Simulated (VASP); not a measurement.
# MgCdSe (P-6m2) in VASP: further runs, part 2 of 2

VASP 6.6.1.

## (4) Relaxation of cell and atoms, PBE

INCAR

```
SYSTEM = MgCdSe
PREC     = Accurate       ! precision mode
ENCUT    = 600            ! plane-wave cutoff, eV
EDIFF    = 1E-6           ! SCF threshold, eV
ISMEAR   = 0              ! smearing method
SIGMA    = 0.1            ! smearing width, eV
LREAL    = .FALSE.        ! projectors in reciprocal space
LASPH    = .TRUE.         ! aspherical terms in the spheres
NELM     = 80             ! most SCF steps
ALGO     = Normal         ! electronic algorithm
ISIF     = 3              ! what is computed and relaxed
LWAVE    = .FALSE.        ! write WAVECAR
LCHARG   = .FALSE.        ! write CHGCAR
GGA      = PE             ! functional
IBRION   = 2              ! ionic algorithm
NSW      = 100            ! ionic steps
EDIFFG   = -0.01          ! ionic threshold
```

KPOINTS

```
regular mesh
0
G
  12 12 12
  0 0 0
```

POSCAR

```
MgCdSe
1.0
    4.6329249400      0.0000000000      0.0000000000
   -2.3164624700      4.0122306900      0.0000000000
    0.0000000000      0.0000000000      3.7449954900
Mg Cd Se
1 1 1
Direct
    0.0000000000      0.0000000000      0.0000000000
    0.3333333300      0.6666666700      0.5000000000
    0.6666666700      0.3333333300      0.5000000000
```

Potentials or basis: VASP PAW PBE potentials, release 64 (Mg, Cd, Se).

The run is started by

```console
$ cat potpaw_PBE.64/Mg/POTCAR potpaw_PBE.64/Cd/POTCAR potpaw_PBE.64/Se/POTCAR > POTCAR
$ mpirun -np 1 vasp_std > vasp.out
```

OUTCAR:

```text
SYSTEM = MgCdSe
   PREC = Accurate
   ENCUT = 600
   EDIFF = 1E-6
   ISMEAR = 0
   LREAL = .FALSE.
   LASPH = .TRUE.
   NELM = 80
   ISIF = 3
   GGA = PE
   IBRION = 2
   NSW = 100
   EDIFFG = -0.01

 ion  position               nearest neighbor table
   1  0.000  0.000  0.000-   2 3.27   2 3.27   2 3.27   2 3.27   2 3.27   2 3.27
   2  0.333  0.667  0.500-   3 2.67   3 2.67   3 2.67   1 3.27   1 3.27   1 3.27   1 3.27   1 3.27
                             1 3.27
   3  0.667  0.333  0.500-   2 2.67   2 2.67   2 2.67

  LATTYP: Found a hexagonal cell.
 ALAT       =     4.6329249400
 C/A-ratio  =     0.8083436573

  Lattice vectors:

 A1 = (   4.6329249400,   0.0000000000,   0.0000000000)
 A2 = (  -2.3164624700,   4.0122306900,   0.0000000000)
 A3 = (   0.0000000000,   0.0000000000,   3.7449954900)

Analysis of symmetry for initial positions (statically):
[... 414 lines left out ...]
 Fermi energy:         3.2531971258

 k-point     1 :       0.0000    0.0000    0.0000
  band No.  band energies     occupation
      1     -10.6214      2.00000
      2      -6.0835      2.00000
      3      -6.0835      2.00000
      4      -5.8036      2.00000
      5      -5.6876      2.00000
      6      -5.6876      2.00000
      7      -0.7541      2.00000
      8       0.3369      2.00000
      9       0.3369      2.00000
     10       1.6940      2.00000
     11       4.4500      0.00000
     12       4.4500      0.00000
     13       5.6964      0.00000
     14       7.4607      0.00000
[... 377 lines left out ...]
      1     -10.3941      2.00000
      2      -5.9810      2.00000
      3      -5.9506      2.00000
      4      -5.7494      2.00000
      5      -5.7174      2.00000
      6      -5.7010      2.00000
      7      -2.8337      2.00000
      8      -0.5691      2.00000
      9       1.1810      2.00000
     10       1.9032      2.00000
     11       4.3276      0.00000
     12       6.7294      0.00000
     13       7.6199      0.00000
     14       8.1079      0.00000

 [... further k-points ...]
[... 5 lines left out ...]
  --------------------------------------------------------------------------------------
  -------------------------------------------------------------------------------------
  Total        0.0059034      0.0059034      0.0074181      0.0000000      0.0000000      0.0000000
  in kB        0.1313621      0.1313621      0.1650676      0.0000000      0.0000000      0.0000000
  external PRESSURE =       0.1425973 kB  Pullay stress =       0.0000000 kB
[... 18 lines left out ...]
  FREE ENERGIE OF THE ION-ELECTRON SYSTEM (eV)
  ---------------------------------------------------
  free  energy   TOTEN  =        -6.0735791774 eV

  energy  without entropy=       -6.0696961819  energy(sigma->0) =       -6.07163768

 reached required accuracy - stopping structural energy minimisation
```

OSZICAR:

```text
N       E                     dE             d eps       ncg     rms          rms(c)
DAV:   1     0.119705477900E+03    0.11971E+03   -0.10112E+04  3748   0.140E+03
DAV:   2    -0.675474911346E+00   -0.12038E+03   -0.11627E+03  4342   0.295E+02
DAV:   3    -0.645613483569E+01   -0.57807E+01   -0.57122E+01  4486   0.632E+01
[... 54 lines left out ...]
DAV:   2    -0.607409428471E+01    0.27749E-02   -0.66685E-03  4180   0.109E+00    0.131E-01
DAV:   3    -0.607366972327E+01    0.42456E-03   -0.78097E-04  4174   0.234E-01    0.882E-02
DAV:   4    -0.607358265033E+01    0.87073E-04   -0.14907E-04  4228   0.101E-01    0.185E-02
DAV:   5    -0.607357953751E+01    0.31128E-05   -0.11991E-05  4432   0.357E-02    0.984E-03
DAV:   6    -0.607357917741E+01    0.36010E-06   -0.15543E-06  1952   0.142E-02
   7 F= -.60735792E+01 E0= -.60716377E+01  d E =-.626738E-03
```

It took 3.9 min on 1 thread of Intel Xeon 6975P-C (Granite Rapids), shared host; peak memory 0.39 GiB.

Results:

* Free energy: -6.0736 eV
* Relaxed volume: 24.00 Å³/atom
* Relaxed cell: a = 4.730 Å, b = 4.730 Å, c = 3.716 Å, α = 90.00°, β = 90.00°, γ = 120.00°
* Space group after relaxing (to 0.05 Å): P-6m2 (No. 187)
* Energy gained by relaxing: 10.3 meV/atom
* Ionic steps: 7
* Pressure after relaxing: 0.0 GPa
* Band gap on the k mesh: zero (band 10 reaches 4.25 eV, above the bottom of band 11 at 2.64 eV)

Step by step:
```csv
step,energy change (eV),largest force (eV/Å),pressure (GPa),volume (Å³)
1,0.0000,0.0000,2.32,69.61
2,-0.0292,0.0000,-0.49,73.04
3,-0.0302,0.0000,-0.12,72.50
4,-0.0305,0.0000,-0.07,72.34
5,-0.0307,0.0000,-0.03,72.15
6,-0.0306,0.0000,0.03,71.78
7,-0.0308,0.0000,0.01,72.00
```

Final structure:
```
CELL_PARAMETERS angstrom
4.73011 0.00000 0.00000
-2.36505 4.09639 0.00000
0.00000 0.00000 3.71594
ATOMIC_POSITIONS crystal
Mg 0.00000 0.00000 0.00000
Cd 0.33333 0.66667 0.50000
Se 0.66667 0.33333 0.50000
```

## (5) The runs side by side

| task | cell | k mesh | cutoff (eV) | gap on the mesh (eV) | pressure (GPa) |
| --- | --- | --- | --- | --- | --- |
| single point | a = 4.633, b = 4.633, c = 3.745 Å, angles 90.0, 90.0, 120.0°, 3 atoms | 6 × 6 × 4 | 520 | none | 3.1 |
| single point | a = 4.725, b = 4.725, c = 3.719 Å, angles 90.0, 90.0, 120.0°, 3 atoms | 12 × 12 × 12 | 520 | none | 0.1 |
| relaxation of cell and atoms | relaxed from a = 4.633, b = 4.633, c = 3.745 Å, angles 90.0, 90.0, 120.0°, 3 atoms | 12 × 12 × 12 | 600 | none | 0.0 |

Alike in all rows: level PBE; potentials or basis VASP PAW PBE potentials, release 64 (Mg, Cd, Se); no spin polarisation; smearing gaussian 0.1 eV.

Caveats: some runs use coarse meshes.

Total energies depend on the potentials used, so only differences within one code and one set of settings carry meaning.
